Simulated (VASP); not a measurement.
# GaN (F-43m) in VASP: further runs

Runs on GaN. Level: PBEsol. Tasks: single point.

All numbers are computed with VASP 6.6.1; they aren't measurements. Logs are shortened: lines on timing, memory, paths and dates and some standing lists are left out, and cuts for length are marked.

### 1 The cell of the first run

The structure is cubic, space group F-43m (No. 216). The conventional cell has a = 4.507 Å, b = 4.507 Å, c = 4.507 Å, α = 90.00°, β = 90.00°, γ = 90.00°. Within 2.6 Å of Ga (site symmetry -43m) lie 4 N at 1.95 Å. N (site symmetry -43m) has 4 Ga at 1.95 Å within 2.6 Å.

### 2 Single point, PBEsol

INCAR reads:

```
  PREC = Accurate
  ENCUT = 520
  EDIFF = 1E-7
  ISMEAR = 0
  SIGMA = 0.01
  LREAL = F
  LASPH = T
  NELM = 60
  ALGO = Normal
  ISIF = 2
  LWAVE = F
  LCHARG = T
  GGA = PS
  LELF = T
  LVHAR = T
  NBANDS = 16
```

KPOINTS reads:

```
Automatic mesh
0
Gamma
  8 8 8
```

POSCAR reads:

```
GaN
1.0
    0.0000000000      2.2535010000      2.2535010000
    2.2535010000      0.0000000000      2.2535010000
    2.2535010000      2.2535010000      0.0000000000
Ga N
1 1
Direct
    0.0000000000      0.0000000000      0.0000000000
    0.7500000000      0.7500000000      0.7500000000
```

Potentials or basis: VASP PAW PBE potentials, release 64 (Ga_d, N).

Launch:

```console
cat potpaw_PBE.64/Ga_d/POTCAR potpaw_PBE.64/N/POTCAR > POTCAR
mpirun -np 1 vasp_std > vasp.out
```

OUTCAR:

```text
PREC = Accurate
   ENCUT = 520
   EDIFF = 1E-7
   ISMEAR = 0
   LREAL = F
   LASPH = T
   NELM = 60
   ISIF = 2
   GGA = PS

 ion  position               nearest neighbor table
   1  0.000  0.000  0.000-   2 1.95   2 1.95   2 1.95   2 1.95
   2  0.750  0.750  0.750-   1 1.95   1 1.95   1 1.95   1 1.95

  LATTYP: Found a face centered cubic cell.
 ALAT       =     4.5070020000

  Lattice vectors:

 A1 = (   0.0000000000,   2.2535010000,   2.2535010000)
 A2 = (   2.2535010000,   0.0000000000,   2.2535010000)
 A3 = (   2.2535010000,   2.2535010000,   0.0000000000)

Analysis of symmetry for initial positions (statically):
=====================================================================
 Subroutine PRICEL returns:
 Original cell was already a primitive cell.

 Routine SETGRP: Setting up the symmetry group for a
 face centered cubic supercell.

 Subroutine GETGRP returns: Found 24 space group operations
 (whereof 24 operations were pure point group operations)
 out of a pool of 48 trial point group operations.

The static configuration has the point symmetry T_d .

Analysis of symmetry for dynamics (positions and initial velocities):
=====================================================================
 Subroutine PRICEL returns:
 Original cell was already a primitive cell.

 Routine SETGRP: Setting up the symmetry group for a
 face centered cubic supercell.

 Subroutine GETGRP returns: Found 24 space group operations
 (whereof 24 operations were pure point group operations)
 out of a pool of 48 trial point group operations.

The dynamic configuration has the point symmetry T_d .

 Subroutine INISYM returns: Found 24 space group operations
 (whereof 24 operations are pure point group operations),
 and found     1 'primitive' translations

----------------------------------------------------------------------------------------

                                     Primitive cell

  volume of cell :      22.8878

  direct lattice vectors                    reciprocal lattice vectors
     0.000000000  2.253501000  2.253501000    -0.221876982  0.221876982  0.221876982
     2.253501000  0.000000000  2.253501000     0.221876982 -0.221876982  0.221876982
     2.253501000  2.253501000  0.000000000     0.221876982  0.221876982 -0.221876982

  length of vectors
     3.186931677  3.186931677  3.186931677     0.384302205  0.384302205  0.384302205

  position of ions in fractional coordinates (direct lattice)
     0.000000000  0.000000000  0.000000000
     0.750000000  0.750000000  0.750000000

  ion indices of the primitive-cell ions
   primitive index   ion index
                 1           1
                 2           2

----------------------------------------------------------------------------------------

 KPOINTS: Automatic mesh

Automatic generation of k-mesh.
 Grid dimensions read from file:
 generate k-points for:    8    8    8

 Generating k-lattice:

  Cartesian coordinates                     Fractional coordinates (reciprocal lattice)
    -0.027734623  0.027734623  0.027734623     0.125000000  0.000000000  0.000000000
     0.027734623 -0.027734623  0.027734623     0.000000000  0.125000000  0.000000000
     0.027734623  0.027734623 -0.027734623     0.000000000  0.000000000  0.125000000

  Length of vectors
     0.048037776  0.048037776  0.048037776

  Shift w.r.t. Gamma in fractional coordinates (k-lattice)
     0.000000000  0.000000000  0.000000000

 Subroutine IBZKPT returns following result:
 ===========================================

 Found     29 irreducible k-points:

 Following reciprocal coordinates:
            Coordinates               Weight
  0.000000  0.000000  0.000000      1.000000
  0.125000  0.000000  0.000000      8.000000
  0.250000  0.000000  0.000000      8.000000
  0.375000  0.000000  0.000000      8.000000
  0.500000  0.000000  0.000000      4.000000
  0.125000  0.125000  0.000000      6.000000
[... 16 lines left out ...]
  0.500000  0.250000  0.125000     48.000000
 -0.375000  0.250000  0.125000     24.000000
 [... further k-points ...]
   k-points           NKPTS =     29   k-points in BZ     NKDIM =     29   number of bands    NBANDS=     16
   number of dos      NEDOS =    301   number of ions     NIONS =      2
   total plane-waves  NPLWV =  13824
   dimension x,y,z NGX =    24 NGY =   24 NGZ =   24
   dimension x,y,z NGXF=    48 NGYF=   48 NGZF=   48
   ions per type =               1   1
   NGX,Y,Z   is equivalent  to a cutoff of  12.52, 12.52, 12.52 a.u.
   NGXF,Y,Z  is equivalent  to a cutoff of  25.04, 25.04, 25.04 a.u.
 SYSTEM =  unknown system
   PREC   = accura    normal or accurate (medium, high low for compatibility)
   ISTART =      0    job   : 0-new  1-cont  2-samecut
   ICHARG =      2    charge: 1-file 2-atom 10-const
   ISPIN  =      1    spin polarized calculation?
   LNONCOLLINEAR =      F non collinear calculations
   LSORBIT =      F    spin-orbit coupling
   LASPH  =      T    aspherical Exc in radial PAW
   ENCUT  =  520.0 eV  38.22 Ry    6.18 a.u.   5.93  5.93  5.93*2*pi/ulx,y,z
   NELM   =     60;   NELMIN=  2; NELMDL= -5     # of ELM steps
   EDIFF  = 0.1E-06   stopping-criterion for ELM
   LREAL  =      F    real-space projection
   EDIFFG = 0.1E-05   stopping-criterion for IOM
   NSW    =      0    number of steps for IOM
   IBRION =     -1    ionic relax: 0-MD 1-quasi-New 2-CG
   NFREE  =      0    steps in history (QN), initial steepest desc. (CG)
   ISIF   =      2    stress and relaxation
   ISYM   =      2    0-nonsym 1-usesym 2-fastsym
   POTIM  = 0.5000    time-step for ionic-motion
   TEBEG  =    0.0;   TEEND  =   0.0 temperature during run
   PSTRESS=    0.0 pullay stress
   NELECT =      18.0000    total number of electrons
   NUPDOWN=      -1.0000    fix difference up-down
   EMIN   =  10.00;   EMAX   =-10.00  energy-range for DOS
   EFERMI =   0.00;   METHOD = LEGACY
   ISMEAR =     0;   SIGMA  =   0.01  broadening in eV -4-tet -1-fermi 0-gaus
   EFERMI_NEDOS =   21; number of points for ismear=-14 and -15
   IALGO  =     38    algorithm
   IMIX   =      4    mixing-type and parameters
     AMIX     =   0.40;   BMIX     =  1.00
     AMIX_MAG =   1.60;   BMIX_MAG =  1.00
  volume/ion in A,a.u.               =      11.44        77.23
  Fermi-wavevector in a.u.,A,eV,Ry     =   1.511116  2.855596 31.068532  2.283473
  Thomas-Fermi vector in A             =   2.621216
   LORBIT       =      0    0 simple, 1 ext, 2 COOP (PROOUT), +10 PAW based schemes
   GGA     = PS    functional components
   LHFCALC =     F    Hartree Fock is set to
   AEXX    =    0.0000 exact exchange contribution
   IVDW    =     0    specifies the selected vdW correction
   LEPSILON=     F    determine dielectric tensor
   LRPA    =     F    only Hartree local field effects (RPA)
 non-spin polarized calculation
 Gauss-broadening in eV      SIGMA  =   0.01
  energy-cutoff  :      520.00
  volume of cell :       22.89
 maximum number of plane-waves:       636
   NGX = 11   NGY = 11   NGZ = 11

 number of electron      18.0000004 magnetization

 Free energy of the ion-electron system (eV)
  ---------------------------------------------------
  ext. energy  EPLUGINS =         0.00000000
  ---------------------------------------------------
  free energy    TOTEN  =       -13.12147224 eV

  energy without entropy =      -13.12147224  energy(sigma->0) =      -13.12147224

 E-fermi :   5.1916     XC(G=0): -11.9018

 val. band max:        5.1498457891   @ k =   0.0000   0.0000   0.0000
 cond. band min:       6.8325762893   @ k =   0.0000   0.0000   0.0000
 fundamental gap:      1.6827305002
 Fermi energy:         5.1915618756

 k-point     1 :       0.0000    0.0000    0.0000
  band No.  band energies     occupation
      1     -10.7821      2.00000
      2      -8.2535      2.00000
      3      -8.2535      2.00000
      4      -8.2535      2.00000
      5      -7.9285      2.00000
      6      -7.9285      2.00000
[... 8 lines left out ...]
     15      23.8413      0.00000
     16      23.8413      0.00000

 k-point     2 :       0.1250    0.0000    0.0000
  band No.  band energies     occupation
      1     -10.6096      2.00000
      2      -8.2326      2.00000
      3      -8.2326      2.00000
      4      -8.1915      2.00000
      5      -7.9302      2.00000
      6      -7.9302      2.00000
[... 8 lines left out ...]
     15      22.2737      0.00000
     16      22.2737      0.00000

 k-point     3 :       0.2500    0.0000    0.0000
  band No.  band energies     occupation
      1     -10.2218      2.00000
      2      -8.1917      2.00000
      3      -8.1917      2.00000
      4      -7.9238      2.00000
      5      -7.9238      2.00000
      6      -7.8956      2.00000
[... 8 lines left out ...]
     15      21.8896      0.00000
     16      21.8896      0.00000

 k-point     4 :       0.3750    0.0000    0.0000
  band No.  band energies     occupation
      1      -9.9258      2.00000
      2      -8.1687      2.00000
      3      -8.1687      2.00000
      4      -7.8978      2.00000
      5      -7.8978      2.00000
      6      -7.2058      2.00000
[... 8 lines left out ...]
     15      23.3002      0.00000
     16      23.3002      0.00000

 k-point     5 :       0.5000    0.0000    0.0000
  band No.  band energies     occupation
      1      -9.8399      2.00000
      2      -8.1648      2.00000
      3      -8.1648      2.00000
      4      -7.8809      2.00000
      5      -7.8809      2.00000
      6      -6.6772      2.00000
[... 8 lines left out ...]
     15      24.6836      0.00000
     16      24.6836      0.00000

 k-point     6 :       0.1250    0.1250    0.0000
  band No.  band energies     occupation
      1     -10.5532      2.00000
      2      -8.2131      2.00000
      3      -8.2131      2.00000
      4      -8.1977      2.00000
      5      -7.9425      2.00000
      6      -7.9171      2.00000
[... 8 lines left out ...]
     15      24.6199      0.00000
     16      24.9323      0.00000

 k-point     7 :       0.2500    0.1250    0.0000
  band No.  band energies     occupation
      1     -10.2412      2.00000
      2      -8.1866      2.00000
      3      -8.1676      2.00000
      4      -8.0400      2.00000
      5      -7.9049      2.00000
      6      -7.8881      2.00000
[... 8 lines left out ...]
     15      23.8195      0.00000
     16      24.1148      0.00000

 k-point     8 :       0.3750    0.1250    0.0000
  band No.  band energies     occupation
      1      -9.9329      2.00000
      2      -8.1650      2.00000
      3      -8.1370      2.00000
      4      -7.9692      2.00000
      5      -7.8855      2.00000
      6      -7.3422      2.00000
[... 8 lines left out ...]
     15      23.1962      0.00000
     16      24.6752      0.00000

 k-point     9 :       0.5000    0.1250    0.0000
  band No.  band energies     occupation
      1      -9.8053      2.00000
      2      -8.1614      2.00000
      3      -8.1317      2.00000
      4      -7.9237      2.00000
      5      -7.8794      2.00000
      6      -6.6352      2.00000
[... 8 lines left out ...]
     15      23.7087      0.00000
     16      25.0543      0.00000
[... 172 lines left out ...]
 k-point    19 :       0.5000    0.3750    0.0000
  band No.  band energies     occupation
      1      -9.6789      2.00000
      2      -8.1486      2.00000
      3      -7.9830      2.00000
      4      -7.9728      2.00000
      5      -7.8617      2.00000
      6      -6.3468      2.00000
[... 8 lines left out ...]
     15      27.3671      0.00000
     16      28.2794      0.00000

 k-point    20 :      -0.3750    0.3750    0.0000
  band No.  band energies     occupation
      1      -9.6732      2.00000
      2      -8.1378      2.00000
      3      -7.9936      2.00000
      4      -7.9922      2.00000
      5      -7.8893      2.00000
      6      -6.0766      2.00000
[... 8 lines left out ...]
     15      25.6151      0.00000
     16      27.9934      0.00000

 k-point    21 :       0.5000    0.5000    0.0000
  band No.  band energies     occupation
      1      -9.6623      2.00000
      2      -8.1709      2.00000
      3      -7.9452      2.00000
      4      -7.9452      2.00000
      5      -7.8505      2.00000
      6      -6.2491      2.00000
[... 8 lines left out ...]
     15      26.8272      0.00000
     16      29.7002      0.00000

 k-point    22 :       0.3750    0.2500    0.1250
  band No.  band energies     occupation
      1      -9.9804      2.00000
      2      -8.1484      2.00000
      3      -8.1286      2.00000
      4      -8.0127      2.00000
      5      -7.9004      2.00000
      6      -7.5360      2.00000
[... 8 lines left out ...]
     15      24.1366      0.00000
     16      26.3358      0.00000

 k-point    23 :       0.5000    0.2500    0.1250
  band No.  band energies     occupation
      1      -9.7932      2.00000
      2      -8.1428      2.00000
      3      -8.0971      2.00000
      4      -7.9771      2.00000
      5      -7.8936      2.00000
      6      -6.8307      2.00000
[... 8 lines left out ...]
     15      24.2203      0.00000
     16      26.1459      0.00000

 k-point    24 :      -0.3750    0.2500    0.1250
  band No.  band energies     occupation
      1      -9.7381      2.00000
      2      -8.1486      2.00000
      3      -8.0852      2.00000
      4      -7.9496      2.00000
      5      -7.8953      2.00000
      6      -6.3621      2.00000
[... 8 lines left out ...]
     15      23.8051      0.00000
     16      26.0761      0.00000

 [... further k-points ...]

------------------------ aborting loop because EDIFF is reached ----------------------------------------

  FORCE on cell =-STRESS in cart. coord.  units (eV):
  Direction    XX          YY          ZZ          XY          YZ          ZX
  --------------------------------------------------------------------------------------
  -------------------------------------------------------------------------------------
  Total       -0.1894729     -0.1894729     -0.1894729      0.0000000      0.0000000      0.0000000
  in kB      -13.2633860    -13.2633860    -13.2633860      0.0000000      0.0000000      0.0000000
  external PRESSURE =     -13.2633860 kB  Pullay stress =       0.0000000 kB

 VOLUME and BASIS-vectors are now :
 -----------------------------------------------------------------------------
  energy-cutoff  :      520.00
  volume of cell :       22.89
      direct lattice vectors                 reciprocal lattice vectors
     0.000000000  2.253501000  2.253501000    -0.221876982  0.221876982  0.221876982
     2.253501000  0.000000000  2.253501000     0.221876982 -0.221876982  0.221876982
     2.253501000  2.253501000  0.000000000     0.221876982  0.221876982 -0.221876982

 POSITION                                       TOTAL-FORCE (eV/Angst)
 -----------------------------------------------------------------------------------
      0.00000      0.00000      0.00000         0.000000      0.000000      0.000000
      3.38025      3.38025      3.38025        -0.000000     -0.000000     -0.000000
 -----------------------------------------------------------------------------------
    total drift:                               -0.000001     -0.000001     -0.000001

  FREE ENERGIE OF THE ION-ELECTRON SYSTEM (eV)
  ---------------------------------------------------
  free  energy   TOTEN  =       -13.1214722432 eV

  energy  without entropy=      -13.1214722432  energy(sigma->0) =      -13.12147224
```

Run time: 8.5 s. Hardware: 1 thread of AMD EPYC 7R13 (Zen 3), shared host; peak memory 0.11 GiB.

Results:

```
Free energy            : -13.1215 eV
Pressure               : -1.3 GPa
Band gap on the k mesh : 1.68 eV, direct
```

Caveat: the PAW data sets were made with another functional, which shifts forces and pressure a little.

### 3 Single point, PBEsol

INCAR reads:

```
SYSTEM = GaN
PREC = Accurate
ENCUT = 520
EDIFF = 1E-7
ISMEAR = 0
SIGMA = 0.01
LREAL = .False.
LASPH = .True.
NELM = 100
ALGO = Normal
ISIF = 2
LWAVE = .False.
LCHARG = .False.
GGA = PS
NBANDS = 16
```

KPOINTS reads:

```
Automatic mesh
0
Gamma
  8 8 8
  0 0 0
```

POSCAR is that of step 2.

Potentials or basis: VASP PAW PBE potentials, release 64 (Ga_d, N).

Launch:

```console
cat potpaw_PBE.64/Ga_d/POTCAR potpaw_PBE.64/N/POTCAR > POTCAR
mpirun -np 1 vasp_std > vasp.out
```

It took 7.9 s on 1 thread of AMD EPYC 7R13 (Zen 3), shared host; peak memory 0.11 GiB.

It converged, with:

```
Free energy            : -13.1215 eV
Pressure               : -1.3 GPa
Band gap on the k mesh : 1.68 eV, direct
```

Levels at points of the mesh, in eV from the valence-band top:
```csv
k point,band 6,band 7,band 8,band 9,band 10,band 11,band 12,band 13
"(0.00, 0.00, 0.00)",-13.08,0.00,0.00,0.00,1.68,10.20,10.20,10.20
"(0.50, 0.00, 0.00)",-11.83,-7.11,-0.98,-0.98,4.56,8.63,10.26,10.26
"(0.50, 0.50, 0.00)",-11.40,-6.18,-2.73,-2.73,3.22,6.56,11.57,13.88
```

Caveat: the PAW data sets were made with another functional, which shifts forces and pressure a little. PBEsol gaps usually lie below the measured ones, often by a third to a half.
